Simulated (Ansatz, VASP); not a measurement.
**H in VASP and in Ansatz**

```xyz
2
Lattice="-1.8273 1.8273 2.3404 1.8273 -1.8273 2.3404 1.8273 1.8273 -2.3404" Properties=species:S:1:pos:R:3 pbc="T T T"
H     0.0000    0.0000    4.3099
H     0.0000    0.0000    0.3709
```

Alike in both runs: task single point; functional r2SCAN; dispersion D4; k mesh 10 × 10 × 10; no spin polarisation.

|  | VASP | Ansatz |
| --- | --- | --- |
| version | VASP 6.6.1 | Ansatz 0.2.0 |
| potentials or method | VASP PAW PBE potentials, release 64 (H), cutoff 520 eV | PAW with Ansatz's default frozen-core files, scalar-relativistic |
| occupations | gaussian, width 0.01 eV | fixed |
| valence electrons in the cell | 2 | 2 |

Ansatz gave:

| Item | Value |
| --- | --- |
| gap on the k mesh at the Fermi level (eV) | 10.30 |
| pressure (GPa) | 0.0 |
| rms of the force components (eV/Å) | 0.001 |

Task: Which values does VASP return?

Result: gap on the k mesh at the Fermi level (eV): 10.30; pressure (GPa): -0.2; rms of the force components (eV/Å): 0.004.

VASP's potentials were made for PBE, not for r2SCAN. Atom by atom the forces differ by 0.003 eV/Å (rms over components).
